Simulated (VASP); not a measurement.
# ZnSiP2 (I-42d) in VASP: single point with PBEsol

Aim: the single point of ZnSiP2 with PBEsol.

Program: VASP 6.6.1. These are calculated values, not measurements. Logs are shortened: lines on timing, memory, paths and dates and some standing lists are left out, and cuts for length are marked.

## Step 1: The cell of the first run

It takes space group I-42d (No. 122, tetragonal). Conventional cell: a = 5.353 Å, b = 5.353 Å, c = 10.445 Å, α = 90.00°, β = 90.00°, γ = 90.00°. Within 3.1 Å of Zn (site symmetry -4) lie 4 P at 2.35 Å. Si (site symmetry -4) has 4 P at 2.25 Å within 3.0 Å. P (site symmetry 2) has 2 Si at 2.25 Å and 2 Zn at 2.35 Å within 3.0 Å.

## Step 2: Single point, PBEsol

Contents of INCAR:

```
SYSTEM = ZnSiP2
PREC = Accurate ; ENCUT = 520
EDIFF = 1E-6 ; ISMEAR = 0
SIGMA = 0.02 ; LREAL = .FALSE.
LASPH = .TRUE. ; NELM = 100
ALGO = Normal ; ISIF = 2
LWAVE = .FALSE. ; LCHARG = .FALSE.
GGA = PS ; NBANDS = 36
```

Contents of KPOINTS:

```
Automatic mesh
0
G
  8 8 8
  0 0 0
```

Contents of POSCAR:

```
ZnSiP2
1.0
   -2.6766046453      2.6766046453      5.2223600714
    2.6766046453     -2.6766046453      5.2223600714
    2.6766046453      2.6766046453     -5.2223600714
Zn Si P
2 2 4
Direct
    0.0000000000      0.0000000000      0.0000000000
    0.7500000000      0.2500000000      0.5000000000
    0.5000000000      0.5000000000      0.0000000000
    0.2500000000      0.7500000000      0.5000000000
    0.3750000000      0.3895431664      0.5145431664
    0.8750000000      0.8604568336      0.4854568336
    0.6104568336      0.1250000000      0.9854568336
    0.1395431664      0.6250000000      0.0145431664
```

Potentials or basis: VASP PAW PBE potentials, release 64 (Zn, Si, P).

On the command line:

```bash
$ cat potpaw_PBE.64/Zn/POTCAR potpaw_PBE.64/Si/POTCAR potpaw_PBE.64/P/POTCAR > POTCAR
$ mpirun -np 1 vasp_std > vasp.out
```

OUTCAR:

```text
SYSTEM = ZnSiP2
   PREC = Accurate
   ENCUT = 520
   EDIFF = 1E-6
   ISMEAR = 0
   LREAL = .FALSE.
   LASPH = .TRUE.
   NELM = 100
   ISIF = 2
   GGA = PS

 ion  position               nearest neighbor table
   1  0.000  0.000  0.000-   5 2.35   7 2.35   8 2.35   6 2.35
   2  0.750  0.250  0.500-   8 2.35   5 2.35   6 2.35   7 2.35
   3  0.500  0.500  0.000-   6 2.25   8 2.25   7 2.25   5 2.25
   4  0.250  0.750  0.500-   5 2.25   7 2.25   6 2.25   8 2.25
   5  0.375  0.390  0.515-   4 2.25   3 2.25   2 2.35   1 2.35
   6  0.875  0.860  0.485-   3 2.25   4 2.25   1 2.35   2 2.35
   7  0.610  0.125  0.985-   4 2.25   3 2.25   2 2.35   1 2.35
   8  0.140  0.625  0.015-   3 2.25   4 2.25   1 2.35   2 2.35

  LATTYP: Found a body centered tetragonal cell.
 ALAT       =     5.3532092906
 C/A-ratio  =     1.9511137293

  Lattice vectors:

 A1 = (  -2.6766046453,   2.6766046453,   5.2223600714)
 A2 = (   2.6766046453,  -2.6766046453,   5.2223600714)
 A3 = (   2.6766046453,   2.6766046453,  -5.2223600714)

Analysis of symmetry for initial positions (statically):
=====================================================================
 Subroutine PRICEL returns:
 Original cell was already a primitive cell.

 Routine SETGRP: Setting up the symmetry group for a
 body centered tetragonal supercell.

 Subroutine GETGRP returns: Found  8 space group operations
 (whereof  4 operations were pure point group operations)
 out of a pool of 16 trial point group operations.

The static configuration has the point symmetry S_4 .
 The point group associated with its full space group is D_2d.

Analysis of symmetry for dynamics (positions and initial velocities):
=====================================================================
 Subroutine PRICEL returns:
 Original cell was already a primitive cell.

 Routine SETGRP: Setting up the symmetry group for a
 body centered tetragonal supercell.

 Subroutine GETGRP returns: Found  8 space group operations
 (whereof  4 operations were pure point group operations)
 out of a pool of 16 trial point group operations.

The dynamic configuration has the point symmetry S_4 .
 The point group associated with its full space group is D_2d.

 Subroutine INISYM returns: Found  8 space group operations
 (whereof  4 operations are pure point group operations),
 and found     1 'primitive' translations

[... 101 lines left out ...]
   LNONCOLLINEAR =      F non collinear calculations
   LSORBIT =      F    spin-orbit coupling
   LASPH  =      T    aspherical Exc in radial PAW
   ENCUT  =  520.0 eV  38.22 Ry    6.18 a.u.  11.99 11.99 11.99*2*pi/ulx,y,z
   NELM   =    100;   NELMIN=  2; NELMDL= -5     # of ELM steps
   EDIFF  = 0.1E-05   stopping-criterion for ELM
   LREAL  =      F    real-space projection
[... 7 lines left out ...]
   TEBEG  =    0.0;   TEEND  =   0.0 temperature during run
   PSTRESS=    0.0 pullay stress
   NELECT =      52.0000    total number of electrons
   NUPDOWN=      -1.0000    fix difference up-down
   EMIN   =  10.00;   EMAX   =-10.00  energy-range for DOS
   EFERMI =   0.00;   METHOD = LEGACY
   ISMEAR =     0;   SIGMA  =   0.02  broadening in eV -4-tet -1-fermi 0-gaus
   EFERMI_NEDOS =   21; number of points for ismear=-14 and -15
   IALGO  =     38    algorithm
   IMIX   =      4    mixing-type and parameters
     AMIX     =   0.40;   BMIX     =  1.00
     AMIX_MAG =   1.60;   BMIX_MAG =  1.00
  volume/ion in A,a.u.               =      18.71       126.24
  Fermi-wavevector in a.u.,A,eV,Ry     =   1.150917  2.174919 18.022428  1.324611
  Thomas-Fermi vector in A             =   2.287578
   LORBIT       =      0    0 simple, 1 ext, 2 COOP (PROOUT), +10 PAW based schemes
   GGA     = PS    functional components
   LHFCALC =     F    Hartree Fock is set to
   AEXX    =    0.0000 exact exchange contribution
   IVDW    =     0    specifies the selected vdW correction
   LEPSILON=     F    determine dielectric tensor
   LRPA    =     F    only Hartree local field effects (RPA)
 non-spin polarized calculation
 Gauss-broadening in eV      SIGMA  =   0.02
  energy-cutoff  :      520.00
  volume of cell :      149.66
 maximum number of plane-waves:      4052
   NGX = 23   NGY = 23   NGZ = 23

 number of electron      52.0000023 magnetization

 Free energy of the ion-electron system (eV)
  ---------------------------------------------------
  ext. energy  EPLUGINS =         0.00000000
  ---------------------------------------------------
  free energy    TOTEN  =       -40.23703386 eV

  energy without entropy =      -40.23703386  energy(sigma->0) =      -40.23703386

 E-fermi :   4.7710     XC(G=0): -10.0210

 val. band max:        4.6855267333   @ k =   0.0000   0.0000   0.0000
 cond. band min:       5.8471160987   @ k =   0.0000   0.0000   0.0000
 fundamental gap:      1.1615893654
 Fermi energy:         4.7710451613

 k-point     1 :       0.0000    0.0000    0.0000
  band No.  band energies     occupation
      1      -8.4464      2.00000
      2      -5.4699      2.00000
      3      -5.4641      2.00000
      4      -5.4641      2.00000
      5      -3.9294      2.00000
      6      -2.2285      2.00000
[... 925 lines left out ...]
     35       9.8398      0.00000
     36      10.3375      0.00000

 [... further k-points ...]

------------------------ aborting loop because EDIFF is reached ----------------------------------------

  FORCE on cell =-STRESS in cart. coord.  units (eV):
  Direction    XX          YY          ZZ          XY          YZ          ZX
  --------------------------------------------------------------------------------------
  -------------------------------------------------------------------------------------
  Total        0.1332897      0.1332897      0.1352557      0.0000000     -0.0000000      0.0000000
  in kB        1.4269605      1.4269605      1.4480073      0.0000000     -0.0000000      0.0000000
  external PRESSURE =       1.4339761 kB  Pullay stress =       0.0000000 kB

 VOLUME and BASIS-vectors are now :
 -----------------------------------------------------------------------------
  energy-cutoff  :      520.00
  volume of cell :      149.66
      direct lattice vectors                 reciprocal lattice vectors
    -2.676604645  2.676604645  5.222360071     0.000000000  0.186803830  0.095742154
     2.676604645 -2.676604645  5.222360071     0.186803830  0.000000000  0.095742154
     2.676604645  2.676604645 -5.222360071     0.186803830  0.186803830  0.000000000

 POSITION                                       TOTAL-FORCE (eV/Angst)
 -----------------------------------------------------------------------------------
      0.00000      0.00000      0.00000        -0.000000      0.000000     -0.000000
     -0.00000      2.67660      2.61118        -0.000000      0.000000      0.000000
      0.00000      0.00000      5.22236        -0.000000      0.000000      0.000000
      2.67660     -0.00000      2.61118        -0.000000      0.000000      0.000000
      1.41615      1.33830      1.30559         0.016482      0.000000      0.000000
      1.26045      1.33830      6.52795        -0.016482      0.000000     -0.000000
      1.33830      3.93705     -1.30559        -0.000000     -0.016482     -0.000000
      1.33830     -1.26045      3.91677        -0.000000      0.016482      0.000000
 -----------------------------------------------------------------------------------
    total drift:                                0.000010      0.000010      0.000003

  FREE ENERGIE OF THE ION-ELECTRON SYSTEM (eV)
  ---------------------------------------------------
  free  energy   TOTEN  =       -40.2370338570 eV

  energy  without entropy=      -40.2370338570  energy(sigma->0) =      -40.23703386
```

OSZICAR:

```text
N       E                     dE             d eps       ncg     rms          rms(c)
DAV:   1     0.324361095663E+03    0.32436E+03   -0.22628E+04  4248   0.149E+03
DAV:   2    -0.533166647132E+01   -0.32969E+03   -0.31406E+03  4304   0.332E+02
DAV:   3    -0.405063881103E+02   -0.35175E+02   -0.34519E+02  5056   0.109E+02
DAV:   4    -0.416682706068E+02   -0.11619E+01   -0.11564E+01  5236   0.192E+01
DAV:   5    -0.416887990142E+02   -0.20528E-01   -0.20509E-01  5240   0.270E+00    0.118E+01
DAV:   6    -0.403458945166E+02    0.13429E+01   -0.37784E+00  5620   0.520E+01    0.805E+00
DAV:   7    -0.402602083290E+02    0.85686E-01   -0.25274E+00  4704   0.109E+01    0.377E+00
DAV:   8    -0.402417021807E+02    0.18506E-01   -0.73049E-02  5352   0.146E+00    0.128E+00
DAV:   9    -0.402370088573E+02    0.46933E-02   -0.17591E-02  6228   0.153E+00    0.174E-01
DAV:  10    -0.402369337472E+02    0.75110E-04   -0.22054E-03  6128   0.512E-01    0.118E-01
DAV:  11    -0.402370188274E+02   -0.85080E-04   -0.41590E-04  5080   0.956E-02    0.550E-02
DAV:  12    -0.402370312718E+02   -0.12444E-04   -0.17846E-05  5088   0.224E-02    0.216E-02
DAV:  13    -0.402370343983E+02   -0.31266E-05   -0.13557E-05  6252   0.361E-02    0.729E-03
DAV:  14    -0.402370338570E+02    0.54130E-06   -0.32444E-06  3756   0.237E-02
   1 F= -.40237034E+02 E0= -.40237034E+02  d E =-.252790E-12
```

stdout:

```text
POSCAR found type information on POSCAR ZnSiP
 POSCAR found :  3 types and       8 ions
 scaLAPACK will be used
 -----------------------------------------------------------------------------
|                                                                             |
|                                                                             |
|     You enforced a specific xc type in the INCAR file but a different       |
|     I HOPE YOU KNOW WHAT YOU ARE DOING!                                     |
|                                                                             |
 -----------------------------------------------------------------------------

 LDA part: xc-table for (Slater+PW92), standard interpolation
 POSCAR, INCAR and KPOINTS ok, starting setup
 FFT: planning ... GRIDC
 FFT: planning ... GRID_SOFT
 FFT: planning ... GRID
 WAVECAR not read
 entering main loop
```

Wall time 2.7 min (1 thread of Intel Xeon 6975P-C (Granite Rapids), shared host); peak memory 0.49 GiB.

Results:

```
Free energy            : -40.2370 eV
Pressure               : 0.1 GPa
Largest force          : 0.016 eV/Å
Band gap on the k mesh : 1.16 eV
```

Forces on the atoms (eV/Å):
```
Zn   0.000  0.000  0.000
Zn   0.000  0.000  0.000
Si   0.000  0.000  0.000
Si   0.000  0.000  0.000
P    0.016  0.000  0.000
P   -0.016  0.000  0.000
P    0.000 -0.016  0.000
P    0.000  0.016  0.000
```

Levels at points of the mesh, in eV from the valence-band top:
```csv
k point,band 24,band 25,band 26,band 27,band 28,band 29
"(0.00, 0.00, 0.00)",-0.12,-0.12,0.00,1.16,1.78,2.62
"(0.50, 0.00, 0.00)",-1.82,-1.53,-0.84,2.69,2.80,2.95
"(0.50, 0.50, 0.00)",-1.07,-0.58,-0.58,1.93,1.93,3.09
"(0.50, 0.50, 0.50)",-1.92,-1.19,-1.19,1.36,1.36,1.58
```

Caveat: the PAW data sets were made with another functional, which shifts forces and pressure a little.
